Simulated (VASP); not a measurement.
# Mo16H in VASP: single point with PBE

Aim: the single point of Mo16H with PBE.

Everything below comes from runs of VASP 6.6.1. Logs are shortened: lines on timing, memory, paths and dates and some standing lists are left out, and cuts for length are marked.

## Step 1: The cell of the first run

The cell holds a slab with vacuum, 17 atoms: a = 6.321 Å, b = 6.321 Å, c = 20.088 Å, α = 90.00°, β = 90.00°, γ = 90.00°.

## Step 2: Single point, PBE

Input file INCAR:

```
SYSTEM = Mo16H
PREC = Accurate
ENCUT = 520
EDIFF = 1E-7
ISMEAR = 0
SIGMA = 0.1
LREAL = Auto
LASPH = .True.
NELM = 60
ALGO = Fast
ISIF = 2
LWAVE = .False.
LCHARG = .True.
LDIPOL = .True.
IDIPOL = 3
DIPOL = 0.5 0.5 0.327
GGA = PE
LELF = .True.
LVHAR = .True.
LVACPOTAV = .True.
NBANDS = 126
```

Input file KPOINTS:

```
Automatic mesh
0
Gamma
  4 4 1
  0 0 0
```

Input file POSCAR:

```
Mo16H
1.0
    6.3209357483      0.0000000000      0.0000000000
    0.0000000000      6.3209357483      0.0000000000
    0.0000000000      0.0000000000     20.0883894453
Mo H
16 1
Direct
    0.2500000000      0.2500000000      0.1991199947
    0.2500000000      0.7500000000      0.1991199947
    0.7500000000      0.2500000000      0.1991199947
    0.7500000000      0.7500000000      0.1991199947
    0.0000000000      0.0000000000      0.2777840379
    0.0000000000      0.5000000000      0.2777840379
    0.5000000000      0.0000000000      0.2777840379
    0.5000000000      0.5000000000      0.2777840379
    0.2500000000      0.2500000000      0.3589730499
    0.2500000000      0.7500000000      0.3589730499
    0.7500000000      0.2500000000      0.3589730499
    0.7500000000      0.7500000000      0.3589730499
    0.0000000000      0.0000000000      0.4275300152
    0.0000000000      0.5000000000      0.4275300152
    0.5000000000      0.0000000000      0.4275300152
    0.5000000000      0.5000000000      0.4275300152
    0.0625000000      0.1250000000      0.5044770691
```

Potentials or basis: VASP PAW PBE potentials, release 64 (Mo_sv, H).

Run with:

```sh
> cat potpaw_PBE.64/Mo_sv/POTCAR potpaw_PBE.64/H/POTCAR > POTCAR
> mpirun -np 1 vasp_std > vasp.out
```

OUTCAR:

```text
SYSTEM = Mo16H
   PREC = Accurate
   ENCUT = 520
   EDIFF = 1E-7
   ISMEAR = 0
   LREAL = Auto
   LASPH = .True.
   NELM = 60
   ISIF = 2
   GGA = PE

 ion  position               nearest neighbor table
   1  0.250  0.250  0.199-   5 2.74   6 2.74   7 2.74   8 2.74   2 3.16   3 3.16   2 3.16   3 3.16
                             9 3.21
   2  0.250  0.750  0.199-   5 2.74   6 2.74   7 2.74   8 2.74   1 3.16   4 3.16   1 3.16   4 3.16
                            10 3.21
   3  0.750  0.250  0.199-   5 2.74   6 2.74   7 2.74   8 2.74   1 3.16   4 3.16   4 3.16   1 3.16
                            11 3.21
   4  0.750  0.750  0.199-   5 2.74   6 2.74   7 2.74   8 2.74   2 3.16   3 3.16   3 3.16   2 3.16
                            12 3.21
   5  0.000  0.000  0.278-   1 2.74   2 2.74   3 2.74   4 2.74   9 2.77  10 2.77  11 2.77  12 2.77
                            13 3.01   7 3.16   6 3.16   6 3.16   7 3.16
   6  0.000  0.500  0.278-   1 2.74   2 2.74   3 2.74   4 2.74   9 2.77  10 2.77  11 2.77  12 2.77
                            14 3.01   8 3.16   5 3.16   5 3.16   8 3.16
   7  0.500  0.000  0.278-   1 2.74   2 2.74   3 2.74   4 2.74   9 2.77  10 2.77  11 2.77  12 2.77
                            15 3.01   8 3.16   5 3.16   8 3.16   5 3.16
   8  0.500  0.500  0.278-   1 2.74   2 2.74   3 2.74   4 2.74   9 2.77  10 2.77  11 2.77  12 2.77
                            16 3.01   7 3.16   6 3.16   7 3.16   6 3.16
   9  0.250  0.250  0.359-  13 2.63  14 2.63  15 2.63  16 2.63   5 2.77   6 2.77   7 2.77   8 2.77
                            10 3.16  11 3.16  10 3.16  11 3.16   1 3.21
  10  0.250  0.750  0.359-  13 2.63  14 2.63  15 2.63  16 2.63   5 2.77   6 2.77   7 2.77   8 2.77
                             9 3.16  12 3.16   9 3.16  12 3.16   2 3.21
  11  0.750  0.250  0.359-  13 2.63  14 2.63  15 2.63  16 2.63   5 2.77   6 2.77   7 2.77   8 2.77
                             9 3.16  12 3.16  12 3.16   9 3.16   3 3.21
  12  0.750  0.750  0.359-  13 2.63  14 2.63  15 2.63  16 2.63   5 2.77   6 2.77   7 2.77   8 2.77
                            10 3.16  11 3.16  11 3.16  10 3.16   4 3.21
  13  0.000  0.000  0.428-  17 1.78  10 2.63  11 2.63  12 2.63   9 2.63   5 3.01  15 3.16  14 3.16
                            14 3.16  15 3.16
  14  0.000  0.500  0.428-   9 2.63  10 2.63  11 2.63  12 2.63   6 3.01  13 3.16  16 3.16  13 3.16
                            16 3.16
  15  0.500  0.000  0.428-   9 2.63  10 2.63  11 2.63  12 2.63   7 3.01  13 3.16  16 3.16  16 3.16
                            13 3.16
  16  0.500  0.500  0.428-   9 2.63  10 2.63  11 2.63  12 2.63   8 3.01  14 3.16  15 3.16  15 3.16
                            14 3.16
  17  0.062  0.125  0.504-  13 1.78

  LATTYP: Found a simple tetragonal cell.
 ALAT       =     6.3209357483
 C/A-ratio  =     3.1780720838

  Lattice vectors:

 A1 = (   6.3209357483,   0.0000000000,   0.0000000000)
 A2 = (   0.0000000000,   6.3209357483,   0.0000000000)
 A3 = (   0.0000000000,   0.0000000000,  20.0883894453)

Analysis of symmetry for initial positions (statically):
=====================================================================
 Subroutine PRICEL returns:
 Original cell was already a primitive cell.

 Routine SETGRP: Setting up the symmetry group for a
 simple tetragonal supercell.

 Subroutine GETGRP returns: Found  1 space group operations
 (whereof  1 operations were pure point group operations)
 out of a pool of 16 trial point group operations.

The static configuration has the point symmetry C_1 .

Analysis of symmetry for dynamics (positions and initial velocities):
=====================================================================
 Subroutine PRICEL returns:
 Original cell was already a primitive cell.

 Routine SETGRP: Setting up the symmetry group for a
 simple tetragonal supercell.

 Subroutine GETGRP returns: Found  1 space group operations
 (whereof  1 operations were pure point group operations)
 out of a pool of 16 trial point group operations.

The dynamic configuration has the point symmetry C_1 .

 Subroutine INISYM returns: Found  1 space group operations
 (whereof  1 operations are pure point group operations),
 and found     1 'primitive' translations

----------------------------------------------------------------------------------------

                                     Primitive cell

  volume of cell :     802.6161

  direct lattice vectors                    reciprocal lattice vectors
     6.320935748  0.000000000  0.000000000     0.158204424  0.000000000  0.000000000
     0.000000000  6.320935748  0.000000000     0.000000000  0.158204424  0.000000000
[... 61 lines left out ...]

  Shift w.r.t. Gamma in fractional coordinates (k-lattice)
     0.000000000  0.000000000  0.000000000

 Subroutine IBZKPT returns following result:
 ===========================================

 Found     10 irreducible k-points:

 Following reciprocal coordinates:
            Coordinates               Weight
  0.000000  0.000000  0.000000      1.000000
  0.250000  0.000000  0.000000      2.000000
  0.000000  0.250000  0.000000      2.000000
  0.500000  0.000000  0.000000      1.000000
  0.000000  0.500000  0.000000      1.000000
  0.250000  0.250000  0.000000      2.000000
 -0.250000  0.250000  0.000000      2.000000
  0.500000  0.250000  0.000000      2.000000
 -0.250000  0.500000  0.000000      2.000000
  0.500000  0.500000  0.000000      1.000000
   k-points           NKPTS =     10   k-points in BZ     NKDIM =     10   number of bands    NBANDS=    126
   number of dos      NEDOS =    301   number of ions     NIONS =     17
   total plane-waves  NPLWV = 345600
   dimension x,y,z NGX =    48 NGY =   48 NGZ =  150
   dimension x,y,z NGXF=    96 NGYF=   96 NGZF=  300
   ions per type =              16   1
   NGX,Y,Z   is equivalent  to a cutoff of  12.62, 12.62, 12.41 a.u.
   NGXF,Y,Z  is equivalent  to a cutoff of  25.25, 25.25, 24.83 a.u.
 SYSTEM =  Mo16H
   PREC   = accura    normal or accurate (medium, high low for compatibility)
   ISTART =      0    job   : 0-new  1-cont  2-samecut
   ICHARG =      2    charge: 1-file 2-atom 10-const
   ISPIN  =      1    spin polarized calculation?
   LNONCOLLINEAR =      F non collinear calculations
   LSORBIT =      F    spin-orbit coupling
   LASPH  =      T    aspherical Exc in radial PAW
   ENCUT  =  520.0 eV  38.22 Ry    6.18 a.u.  11.75 11.75 37.35*2*pi/ulx,y,z
   NELM   =     60;   NELMIN=  2; NELMDL= -5     # of ELM steps
   EDIFF  = 0.1E-06   stopping-criterion for ELM
   LREAL  =      T    real-space projection
   EDIFFG = 0.1E-05   stopping-criterion for IOM
   NSW    =      0    number of steps for IOM
   IBRION =     -1    ionic relax: 0-MD 1-quasi-New 2-CG
   NFREE  =      0    steps in history (QN), initial steepest desc. (CG)
   ISIF   =      2    stress and relaxation
   ISYM   =      2    0-nonsym 1-usesym 2-fastsym
   POTIM  = 0.5000    time-step for ionic-motion
   TEBEG  =    0.0;   TEEND  =   0.0 temperature during run
   PSTRESS=    0.0 pullay stress
   NELECT =     225.0000    total number of electrons
   NUPDOWN=      -1.0000    fix difference up-down
   EMIN   =  10.00;   EMAX   =-10.00  energy-range for DOS
   EFERMI =   0.00;   METHOD = LEGACY
   ISMEAR =     0;   SIGMA  =   0.10  broadening in eV -4-tet -1-fermi 0-gaus
   EFERMI_NEDOS =   21; number of points for ismear=-14 and -15
   IALGO  =     68    algorithm
   IMIX   =      4    mixing-type and parameters
     AMIX     =   0.40;   BMIX     =  1.00
     AMIX_MAG =   1.60;   BMIX_MAG =  1.00
  volume/ion in A,a.u.               =      47.21       318.61
  Fermi-wavevector in a.u.,A,eV,Ry     =   1.071436  2.024721 15.619160  1.147976
  Thomas-Fermi vector in A             =   2.207177
   LORBIT       =      0    0 simple, 1 ext, 2 COOP (PROOUT), +10 PAW based schemes
   GGA     = PE    functional components
   LHFCALC =     F    Hartree Fock is set to
   AEXX    =    0.0000 exact exchange contribution
   IVDW    =     0    specifies the selected vdW correction
   LEPSILON=     F    determine dielectric tensor
   LRPA    =     F    only Hartree local field effects (RPA)
 non-spin polarized calculation
 RMM-DIIS sequential band-by-band and
 Gauss-broadening in eV      SIGMA  =   0.10
  energy-cutoff  :      520.00
  volume of cell :      802.62
 maximum number of plane-waves:     21671
   NGX = 23   NGY = 23   NGZ = 75

 dipolmoment           0.000000      0.000000     -0.036784 electrons x Angstroem

 number of electron     225.0000018 magnetization

 dipolmoment           0.000000      0.000000      0.097021 electrons x Angstroem

 Free energy of the ion-electron system (eV)
  ---------------------------------------------------
  ext. energy  EPLUGINS =         0.00000000
  ---------------------------------------------------
  free energy    TOTEN  =      -161.76219888 eV

  energy without entropy =     -161.66467663  energy(sigma->0) =     -161.71343775

 E-fermi :   1.1539     XC(G=0):  -5.3497

 val. band max:        1.1444934805   @ k =   0.0000   0.2500   0.0000
 cond. band min:       1.1678077787   @ k =   0.0000   0.0000   0.0000
 fundamental gap:      0.0233142981
 Fermi energy:         1.1539080360

 k-point     1 :       0.0000    0.0000    0.0000
  band No.  band energies     occupation
      1     -59.7674      2.00000
      2     -59.6173      2.00000
      3     -59.6167      2.00000
      4     -59.6060      2.00000
      5     -59.5897      2.00000
      6     -59.5839      2.00000
[... 1259 lines left out ...]
    123       2.2139      0.00000
    124       2.2444      0.00000
 [bands above 124 left out]

------------------------ aborting loop because EDIFF is reached ----------------------------------------

  FORCE on cell =-STRESS in cart. coord.  units (eV):
  Direction    XX          YY          ZZ          XY          YZ          ZX
  --------------------------------------------------------------------------------------
  -------------------------------------------------------------------------------------
  Total      -20.1896620    -21.9475378     -9.1275914      0.7506247      0.9132204      0.2389255
  in kB      -40.3024790    -43.8115398    -18.2204418      1.4983924      1.8229650      0.4769417
  external PRESSURE =     -34.1114869 kB  Pullay stress =       0.0000000 kB

 VOLUME and BASIS-vectors are now :
 -----------------------------------------------------------------------------
  energy-cutoff  :      520.00
  volume of cell :      802.62
      direct lattice vectors                 reciprocal lattice vectors
     6.320935748  0.000000000  0.000000000     0.158204424  0.000000000  0.000000000
     0.000000000  6.320935748  0.000000000     0.000000000  0.158204424  0.000000000
     0.000000000  0.000000000 20.088389445     0.000000000  0.000000000  0.049779999

 POSITION                                       TOTAL-FORCE (eV/Angst)
 -----------------------------------------------------------------------------------
      1.58023      1.58023      4.00000         0.021985      0.016594      1.780411
      1.58023      4.74070      4.00000        -0.017350      0.006237      1.722278
      4.74070      1.58023      4.00000        -0.007286     -0.008499      1.731579
      4.74070      4.74070      4.00000        -0.016405     -0.016339      1.743376
      0.00000      0.00000      5.58023         0.019585      0.034049     -1.955580
      0.00000      3.16047      5.58023        -0.000945      0.040291     -1.754839
[... 9 lines left out ...]
      3.16047      3.16047      8.58839         0.019335      0.066027      0.093491
      0.39506      0.79012     10.13413         0.001603      0.409329      0.021307
 -----------------------------------------------------------------------------------
    total drift:                                0.000042      0.000052     -0.003057

  FREE ENERGIE OF THE ION-ELECTRON SYSTEM (eV)
  ---------------------------------------------------
  free  energy   TOTEN  =      -161.7621988758 eV

  energy  without entropy=     -161.6646766255  energy(sigma->0) =     -161.71343775

 vacuum level on the upper side and lower side of the slab         5.431         4.992
```

Wall time 63 min (1 thread of Oxide Virtual Turin-like, shared host); peak memory 1 GiB.

Results:

* Free energy: -161.7622 eV
* Largest force: 1.956 eV/Å
* Band gap on the k mesh: zero (an odd number of electrons rules out a gap without spin polarisation)

Forces on the atoms (eV/Å):
```
Mo   0.022  0.017  1.780
Mo  -0.017  0.006  1.722
Mo  -0.007 -0.008  1.732
Mo  -0.016 -0.016  1.743
Mo   0.020  0.034 -1.956
Mo  -0.001  0.040 -1.755
Mo   0.009  0.002 -1.798
Mo   0.047  0.029 -1.803
Mo   0.070  0.030 -0.267
Mo   0.242 -0.056 -0.078
Mo   0.025 -0.003 -0.121
Mo  -0.609 -0.396 -0.245
Mo   0.253  0.005  0.671
Mo   0.005 -0.117  0.210
Mo  -0.063 -0.041  0.048
Mo   0.019  0.066  0.093
H    0.002  0.409  0.021
```

Levels at points of the mesh, in eV from the Fermi level:
| k point | band 111 | band 112 | band 113 | band 114 | band 115 | band 116 |
| --- | --- | --- | --- | --- | --- | --- |
| (0.00, 0.00, 0.00) | -0.13 | 0.01 | 0.51 | 0.52 | 0.63 | 0.94 |
| (0.50, 0.00, 0.00) | -0.20 | -0.16 | -0.09 | -0.08 | -0.06 | 0.73 |
| (0.00, 0.50, 0.00) | -0.16 | -0.15 | -0.08 | -0.08 | 0.21 | 0.73 |
| (0.50, 0.50, 0.00) | -0.19 | -0.18 | -0.11 | -0.07 | -0.07 | -0.07 |

The gap in the log of VASP goes by the Fermi energy; the results here count the filled bands.